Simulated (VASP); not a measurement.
# MnO (Fm-3m) in VASP: notebook

Aim: see how the results for MnO move with the level of theory and the settings. Levels: r2SCAN+D4, PBEsol-based global hybrid with 25 % exact exchange, B3LYP. Tasks: single point.

Everything below comes from runs of VASP 6.6.1. Logs are shortened: lines on timing, memory, paths and dates and some standing lists are left out, and cuts for length are marked.

### Step 1. The cell of the first run

Symmetry: Fm-3m, No. 225, cubic system. The conventional cell has a = 4.535 Å, b = 4.535 Å, c = 4.535 Å, α = 90.00°, β = 90.00°, γ = 90.00°. Mn (site symmetry m-3m) has 6 O at 2.27 Å within 3.0 Å. Within 3.0 Å of O (site symmetry m-3m) lie 6 Mn at 2.27 Å.

### Step 2. Single point, r2SCAN+D4, collinear spin, ferromagnetic start

Contents of POSCAR:

```
MnO
1.0
    0.0000000000      2.2675248097      2.2675248097
    2.2675248097      0.0000000000      2.2675248097
    2.2675248097      2.2675248097      0.0000000000
Mn O
1 1
Direct
    0.0000000000      0.0000000000      0.0000000000
    0.5000000000      0.5000000000      0.5000000000
```

Contents of INCAR.step1:

```
PREC = Accurate ; ENCUT = 520
ISMEAR = -1 ; SIGMA = 0.05
LREAL = F ; LASPH = T
NELM = 150 ; ISPIN = 2
MAGMOM = 4 0 ; LMAXMIX = 4
NBANDS = 20 ; GGA = PE
ALGO = Normal ; EDIFF = 1E-4
LWAVE = T ; LCHARG = F
```

Contents of INCAR.step2:

```
PREC = Accurate ; ENCUT = 520
EDIFF = 1E-6 ; ISMEAR = -1
SIGMA = 0.05 ; LREAL = F
LASPH = T ; NELM = 150
ALGO = Normal ; ISIF = 2
LWAVE = F ; LCHARG = F
ISPIN = 2 ; MAGMOM = 4 0
LORBIT = 11 ; LMAXMIX = 4
METAGGA = R2SCAN ; LMIXTAU = T
IVDW = 13 ; VDW_S6 = 1.0
VDW_S8 = 0.6018749 ; VDW_A1 = 0.51559235
VDW_A2 = 5.77342911 ; NBANDS = 20
ISTART = 1
```

Contents of KPOINTS:

```
Automatic mesh
0
Gamma
  10 10 10
```

Potentials or basis: VASP PAW PBE potentials, release 64 (Mn_pv, O).

Command:

```bash
> cat potpaw_PBE.64/Mn_pv/POTCAR potpaw_PBE.64/O/POTCAR > POTCAR
> cp INCAR.step1 INCAR
> mpirun -np 1 vasp_std > vasp.out
> cp INCAR.step2 INCAR
> mpirun -np 1 vasp_std > vasp.out
```

OUTCAR:

```text
PREC = Accurate
   ENCUT = 520
   EDIFF = 1E-6
   ISMEAR = -1
   LREAL = F
   LASPH = T
   NELM = 150
   ISIF = 2
   ISPIN = 2
   LORBIT = 11
   METAGGA = R2SCAN
   IVDW = 13
   ISTART = 1

 ion  position               nearest neighbor table
   1  0.000  0.000  0.000-   2 2.27   2 2.27   2 2.27   2 2.27   2 2.27   2 2.27
   2  0.500  0.500  0.500-   1 2.27   1 2.27   1 2.27   1 2.27   1 2.27   1 2.27

  LATTYP: Found a face centered cubic cell.
 ALAT       =     4.5350496194

  Lattice vectors:

 A1 = (   0.0000000000,   2.2675248097,   2.2675248097)
 A2 = (   2.2675248097,   0.0000000000,   2.2675248097)
 A3 = (   2.2675248097,   2.2675248097,   0.0000000000)

Analysis of symmetry for initial positions (statically):
=====================================================================
 Subroutine PRICEL returns:
 Original cell was already a primitive cell.

 Routine SETGRP: Setting up the symmetry group for a
 face centered cubic supercell.

 Subroutine GETGRP returns: Found 48 space group operations
 (whereof 48 operations were pure point group operations)
 out of a pool of 48 trial point group operations.

The static configuration has the point symmetry O_h .

Analysis of symmetry for dynamics (positions and initial velocities):
=====================================================================
 Subroutine PRICEL returns:
 Original cell was already a primitive cell.

 Routine SETGRP: Setting up the symmetry group for a
 face centered cubic supercell.

 Subroutine GETGRP returns: Found 48 space group operations
 (whereof 48 operations were pure point group operations)
 out of a pool of 48 trial point group operations.

The dynamic configuration has the point symmetry O_h .

Analysis of structural, dynamic, and magnetic symmetry:
=====================================================================
 Subroutine PRICEL returns:
 Original cell was already a primitive cell.

 Routine SETGRP: Setting up the symmetry group for a
 face centered cubic supercell.

 Subroutine GETGRP returns: Found 48 space group operations
 (whereof 48 operations were pure point group operations)
 out of a pool of 48 trial point group operations.

The overall configuration has the point symmetry O_h .

 Subroutine INISYM returns: Found 48 space group operations
 (whereof 48 operations are pure point group operations),
 and found     1 'primitive' translations

----------------------------------------------------------------------------------------

                                     Primitive cell

  volume of cell :      23.3177

  direct lattice vectors                    reciprocal lattice vectors
     0.000000000  2.267524810  2.267524810    -0.220504754  0.220504754  0.220504754
     2.267524810  0.000000000  2.267524810     0.220504754 -0.220504754  0.220504754
     2.267524810  2.267524810  0.000000000     0.220504754  0.220504754 -0.220504754

  length of vectors
     3.206764339  3.206764339  3.206764339     0.381925437  0.381925437  0.381925437

  position of ions in fractional coordinates (direct lattice)
     0.000000000  0.000000000  0.000000000
     0.500000000  0.500000000  0.500000000

  ion indices of the primitive-cell ions
   primitive index   ion index
                 1           1
                 2           2

----------------------------------------------------------------------------------------

 KPOINTS: Automatic mesh

Automatic generation of k-mesh.
 Grid dimensions read from file:
 generate k-points for:   10   10   10

 Generating k-lattice:

  Cartesian coordinates                     Fractional coordinates (reciprocal lattice)
    -0.022050475  0.022050475  0.022050475     0.100000000  0.000000000  0.000000000
     0.022050475 -0.022050475  0.022050475     0.000000000  0.100000000  0.000000000
     0.022050475  0.022050475 -0.022050475     0.000000000  0.000000000  0.100000000

  Length of vectors
     0.038192544  0.038192544  0.038192544

  Shift w.r.t. Gamma in fractional coordinates (k-lattice)
     0.000000000  0.000000000  0.000000000

 Subroutine IBZKPT returns following result:
 ===========================================

 Found     47 irreducible k-points:

 Following reciprocal coordinates:
            Coordinates               Weight
  0.000000  0.000000  0.000000      1.000000
  0.100000  0.000000  0.000000      8.000000
  0.200000  0.000000  0.000000      8.000000
  0.300000  0.000000  0.000000      8.000000
  0.400000  0.000000  0.000000      8.000000
  0.500000  0.000000  0.000000      4.000000
[... 16 lines left out ...]
  0.300000  0.300000  0.000000      6.000000
  0.400000  0.300000  0.000000     24.000000
 [... further k-points ...]
   k-points           NKPTS =     47   k-points in BZ     NKDIM =     47   number of bands    NBANDS=     20
   number of dos      NEDOS =    301   number of ions     NIONS =      2
   total plane-waves  NPLWV =  13824
   dimension x,y,z NGX =    24 NGY =   24 NGZ =   24
   dimension x,y,z NGXF=    48 NGYF=   48 NGZF=   48
   ions per type =               1   1
   NGX,Y,Z   is equivalent  to a cutoff of  12.44, 12.44, 12.44 a.u.
   NGXF,Y,Z  is equivalent  to a cutoff of  24.88, 24.88, 24.88 a.u.
 SYSTEM =  unknown system
   PREC   = accura    normal or accurate (medium, high low for compatibility)
   ISTART =      1    job   : 0-new  1-cont  2-samecut
   ICHARG =      0    charge: 1-file 2-atom 10-const
   ISPIN  =      2    spin polarized calculation?
   LNONCOLLINEAR =      F non collinear calculations
   LSORBIT =      F    spin-orbit coupling
   LASPH  =      T    aspherical Exc in radial PAW
   ENCUT  =  520.0 eV  38.22 Ry    6.18 a.u.   5.96  5.96  5.96*2*pi/ulx,y,z
   NELM   =    150;   NELMIN=  2; NELMDL=  0     # of ELM steps
   EDIFF  = 0.1E-05   stopping-criterion for ELM
   LREAL  =      F    real-space projection
   EDIFFG = 0.1E-04   stopping-criterion for IOM
   NSW    =      0    number of steps for IOM
   IBRION =     -1    ionic relax: 0-MD 1-quasi-New 2-CG
   NFREE  =      0    steps in history (QN), initial steepest desc. (CG)
   ISIF   =      2    stress and relaxation
   ISYM   =      2    0-nonsym 1-usesym 2-fastsym
   POTIM  = 0.5000    time-step for ionic-motion
   TEBEG  =    0.0;   TEEND  =   0.0 temperature during run
   PSTRESS=    0.0 pullay stress
   NELECT =      19.0000    total number of electrons
   NUPDOWN=      -1.0000    fix difference up-down
   EMIN   =  10.00;   EMAX   =-10.00  energy-range for DOS
   EFERMI =   0.00;   METHOD = LEGACY
   ISMEAR =    -1;   SIGMA  =   0.05  broadening in eV -4-tet -1-fermi 0-gaus
   EFERMI_NEDOS =   21; number of points for ismear=-14 and -15
   IALGO  =     38    algorithm
   IMIX   =      4    mixing-type and parameters
     AMIX     =   0.40;   BMIX     =  1.00
     AMIX_MAG =   1.60;   BMIX_MAG =  1.00
  volume/ion in A,a.u.               =      11.66        78.68
  Fermi-wavevector in a.u.,A,eV,Ry     =   1.529082  2.889545 31.811652  2.338090
  Thomas-Fermi vector in A             =   2.636752
   LORBIT       =     11    0 simple, 1 ext, 2 COOP (PROOUT), +10 PAW based schemes
   METAGGA = R2SCAN    functional components
   LHFCALC =     F    Hartree Fock is set to
   AEXX    =    0.0000 exact exchange contribution
   IVDW    =    13    specifies the selected vdW correction
   LEPSILON=     F    determine dielectric tensor
   LRPA    =     F    only Hartree local field effects (RPA)
 spin polarized calculation
  energy-cutoff  :      520.00
  volume of cell :       23.32
 maximum number of plane-waves:       636
   NGX = 11   NGY = 11   NGZ = 11

 number of electron      19.0000006 magnetization       4.9999967

 Free energy of the ion-electron system (eV)
  ---------------------------------------------------
  ext. energy  EPLUGINS =         0.00000000
  ---------------------------------------------------
  free energy    TOTEN  =       -24.45270229 eV

  energy without entropy =      -24.45243839  energy(sigma->0) =      -24.45257034

 E-fermi :   6.5927     XC(G=0): -12.1794

 val. band max:        6.4227258296   @ k =   0.5000   0.0000   0.0000
 cond. band min:       6.9624381527   @ k =   0.1000   0.0000   0.0000
 fundamental gap:      0.5397123231
 Fermi energy:         6.5926895632

 spin component 1

 k-point     1 :       0.0000    0.0000    0.0000
  band No.  band energies     occupation
      1     -46.0234      1.00000
      2     -46.0234      1.00000
      3     -46.0233      1.00000
      4     -14.1462      1.00000
      5       3.0489      1.00000
      6       3.0489      1.00000
[... 12 lines left out ...]
     19      26.1974      0.00000
     20      26.1974      0.00000
[... 507 lines left out ...]
 k-point    24 :       0.4000    0.3000    0.0000
  band No.  band energies     occupation
      1     -46.0570      1.00000
      2     -46.0378      1.00000
      3     -46.0364      1.00000
      4     -13.4539      1.00000
      5      -0.2318      1.00000
      6       1.5104      1.00000
[... 12 lines left out ...]
     19      31.0946      0.00000
     20      31.5709      0.00000

 [... further k-points ...]

 spin component 2

 k-point     1 :       0.0000    0.0000    0.0000
  band No.  band energies     occupation
      1     -39.6225      1.00000
      2     -39.6225      1.00000
      3     -39.6225      1.00000
      4     -13.6628      1.00000
      5       3.5637      1.00000
      6       3.5637      1.00000
[... 12 lines left out ...]
     19      29.3486      0.00000
     20      29.3488      0.00000
[... 507 lines left out ...]
 k-point    24 :       0.4000    0.3000    0.0000
  band No.  band energies     occupation
      1     -39.6697      1.00000
      2     -39.6423      1.00000
      3     -39.6404      1.00000
      4     -12.9400      1.00000
      5       0.6460      1.00000
      6       2.4832      1.00000
[... 12 lines left out ...]
     19      32.5055      0.00000
     20      34.5930      0.00000

 [... further k-points ...]

------------------------ aborting loop because EDIFF is reached ----------------------------------------

  DFT-D4 for vdW energy calculation

  Edisp (eV):   -0.22983

  FORCE on cell =-STRESS in cart. coord.  units (eV):
  Direction    XX          YY          ZZ          XY          YZ          ZX
  --------------------------------------------------------------------------------------
  -------------------------------------------------------------------------------------
  Total      -1.34740    -1.34740    -1.34740     0.00000     0.00000    -0.00000
  in kB     -92.58075   -92.58075   -92.58075     0.00000     0.00000    -0.00000
  external pressure =      -92.58 kB  Pullay stress =        0.00 kB

 VOLUME and BASIS-vectors are now :
 -----------------------------------------------------------------------------
  energy-cutoff  :      520.00
  volume of cell :       23.32
      direct lattice vectors                 reciprocal lattice vectors
     0.000000000  2.267524810  2.267524810    -0.220504754  0.220504754  0.220504754
     2.267524810  0.000000000  2.267524810     0.220504754 -0.220504754  0.220504754
     2.267524810  2.267524810  0.000000000     0.220504754  0.220504754 -0.220504754

 POSITION                                       TOTAL-FORCE (eV/Angst)
 -----------------------------------------------------------------------------------
      0.00000      0.00000      0.00000         0.000000     -0.000000      0.000000
      2.26752      2.26752      2.26752        -0.000000      0.000000     -0.000000
 -----------------------------------------------------------------------------------
    total drift:                                0.000000     -0.000000     -0.000000

  FREE ENERGIE OF THE ION-ELECTRON SYSTEM (eV)
  ---------------------------------------------------
  free  energy   TOTEN  =       -24.6825279781 eV

  energy  without entropy=      -24.6822640777  energy(sigma->0) =      -24.68239603

 total charge

# of ion       s       p       d       tot
------------------------------------------
    1        0.196   6.152   4.934  11.281
    2        1.558   3.442   0.000   5.000
--------------------------------------------------
tot          1.754   9.594   4.934  16.281

 magnetization (x)

# of ion       s       p       d       tot
------------------------------------------
    1        0.030   0.021   4.508   4.559
    2        0.029   0.184   0.000   0.213
--------------------------------------------------
tot          0.059   0.205   4.508   4.772
```

Wall time 1.8 min (1 thread of Intel Xeon 8259CL, shared host); peak memory 0.18 GiB.

What came out:

```yaml
Free_energy: -24.6825 eV
Pressure: -9.3 GPa
Band_gap_on_the_k_mesh: zero (filled and empty bands overlap)
Net_moment: 5.00 μB per cell
Site_moments: Mn +4.56; O +0.21 μB
Valence_electrons_inside_the_program's_atomic_spheres: Mn 11.28; O 5.00
Dispersion_energy_per_atom: -0.115 eV
```

Caveat: the cell stands under tension; the PAW data sets were made with another functional, which shifts forces and pressure a little; a cell with one magnetic atom can't hold antiferromagnetic order, which such compounds often take; semilocal functionals often make such compounds metallic where correlation or magnetic order opens a gap, which also shifts bond lengths. With open d or f shells a metallic result of r2SCAN can be an artefact of self-interaction; +U or a hybrid may open a gap.

### Step 3. Single point, PBEsol-based global hybrid with 25 % exact exchange, collinear spin, ferromagnetic start

This run uses another cell than the first one, of 11.00 Å³/atom.

Contents of POSCAR:

```
MnO
1.0
    0.0000000000      2.2239077028      2.2239077028
    2.2239077028      0.0000000000      2.2239077028
    2.2239077028      2.2239077028      0.0000000000
Mn O
1 1
Direct
    0.0000000000      0.0000000000      0.0000000000
    0.5000000000      0.5000000000      0.5000000000
```

Contents of INCAR.step1:

```
  PREC = Accurate
  ENCUT = 520
  EDIFF = 1E-5
  ISMEAR = -1
  SIGMA = 0.05
  LREAL = False
  LASPH = True
  NELM = 150
  ALGO = Normal
  ISIF = 2
  LWAVE = True
  LCHARG = False
  ISPIN = 2
  MAGMOM = 4 0
  LORBIT = 11
  LMAXMIX = 4
  NBANDS = 20
  GGA = PE
```

Contents of INCAR.step2:

```
  PREC = Accurate
  ENCUT = 520
  EDIFF = 1E-6
  ISMEAR = -1
  SIGMA = 0.05
  LREAL = False
  LASPH = True
  NELM = 150
  ALGO = Normal
  ISIF = 2
  LWAVE = False
  LCHARG = False
  ISPIN = 2
  MAGMOM = 4 0
  LORBIT = 11
  LMAXMIX = 4
  GGA = PS
  LHFCALC = True
  AEXX = 0.25
  PRECFOCK = Normal
  NBANDS = 20
  ISTART = 1
```

Contents of KPOINTS:

```
Automatic mesh
0
Gamma
  5 5 5
```

Potentials or basis: VASP PAW PBE potentials, release 64 (Mn_pv, O).

Command:

```bash
> cat potpaw_PBE.64/Mn_pv/POTCAR potpaw_PBE.64/O/POTCAR > POTCAR
> cp INCAR.step1 INCAR
> mpirun -np 1 vasp_std > vasp.out
> cp INCAR.step2 INCAR
> mpirun -np 1 vasp_std > vasp.out
```

Wall time 16 min (1 thread of AMD EPYC 7R13 (Zen 3), shared host); peak memory 0.13 GiB.

It converged, with:

- Free energy: -26.0594 eV
- Pressure: -3.4 GPa
- Band gap on the k mesh: 2.11 eV (least direct gap 4.71 eV)
- Net moment: 5.00 μB per cell
- Site moments: Mn +4.58; O +0.20 μB
- Valence electrons inside the program's atomic spheres: Mn 11.33; O 5.02

Levels at points of the mesh, in eV from the valence-band top:
Spin up:
| k point | band 8 | band 9 | band 10 | band 11 | band 12 | band 13 | band 14 | band 15 | band 16 | band 17 |
| --- | --- | --- | --- | --- | --- | --- | --- | --- | --- | --- |
| (0.00, 0.00, 0.00) | -3.49 | -3.49 | -3.28 | -3.28 | -3.28 | 2.11 | 16.74 | 19.28 | 19.28 | 19.28 |
Spin down:
```tsv
k point	band 5	band 6	band 7	band 8	band 9	band 10
(0.00, 0.00, 0.00)	-2.60	-2.60	-2.60	3.58	4.98	4.98
```

Caveat: the k points lie up to 0.49 Å⁻¹ apart; the PAW data sets were made with another functional, which shifts forces and pressure a little; an odd mesh through Γ misses points on the zone boundary, where band edges can lie; a cell with one magnetic atom can't hold antiferromagnetic order, which such compounds often take.

(Continued in part 2 of 2.)
